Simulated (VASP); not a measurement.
Ta6C, 7 atoms in the cell. The cell holds a slab with vacuum, 7 atoms: a = 4.694 Å, b = 4.694 Å, c = 19.988 Å, α = 90.00°, β = 90.00°, γ = 120.00°. 

* Program: VASP 6.6.1
* Task: single point
* Functional: PBE
* Potentials or basis: VASP PAW PBE potentials, release 64 (Ta_pv, C)
* Cutoff: 520 eV
* k mesh: 6 × 6 × 1
* Occupations: gaussian, width 0.1 eV
* Spin: no spin polarisation
* Dipole correction: yes
* Further INCAR settings: ALGO = Normal; EDIFF = 1e-06; NBANDS = 44

Potentials or basis: VASP PAW PBE potentials, release 64 (Ta_pv, C).

Run with:

```console
$ cat potpaw_PBE.64/Ta_pv/POTCAR potpaw_PBE.64/C/POTCAR > POTCAR
$ mpirun -np 1 vasp_std > vasp.out
```

Hardware: 1 thread of AMD EPYC 7R13 Processor (Zen 3) (shared host).

Question: Estimate the wall time of this run.

Answer: It took 8 min on 1 thread of AMD EPYC 7R13 Processor (Zen 3) (shared host), peak memory 0.51 GiB. Counts: scf iterations 30, k points 13.
